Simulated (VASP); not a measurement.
A run of VASP 6.6.1:

The input INCAR:

```
PREC = Accurate ; ENCUT = 500
EDIFF = 1E-6 ; ISMEAR = 0
SIGMA = 0.01 ; LREAL = False
LASPH = True ; NELM = 120
ALGO = Normal ; ISIF = 2
LWAVE = False ; LCHARG = False
GGA = PE ; NBANDS = 16
GGA_COMPAT = False
```

The input KPOINTS:

```
Automatic mesh
0
Gamma
  3 3 3
```

Contents of POSCAR:

```
AgCl
1.0
    0.0000000000      2.7183514500      2.7183514500
    2.7183514500      0.0000000000      2.7183514500
    2.7183514500      2.7183514500      0.0000000000
Ag Cl
1 1
Direct
    0.0000000000      0.0000000000      0.0000000000
    0.5000000000      0.5000000000      0.5000000000
```

Potentials or basis: VASP PAW PBE potentials, release 64 (Ag, Cl).

Command:

```bash
$ cat potpaw_PBE.64/Ag/POTCAR potpaw_PBE.64/Cl/POTCAR > POTCAR
$ mpirun -np 1 vasp_std > vasp.out
```

Hardware: 1 thread of AMD EPYC 7R43 64-Core Processor (Zen 3), on a shared host.

Question: Estimate the wall time of this run.

Answer: Run time: 4 s on 1 thread of AMD EPYC 7R43 64-Core Processor (Zen 3), with other jobs on the host, peak memory 0.12 GiB. Counts: scf iterations 12, k points 4.
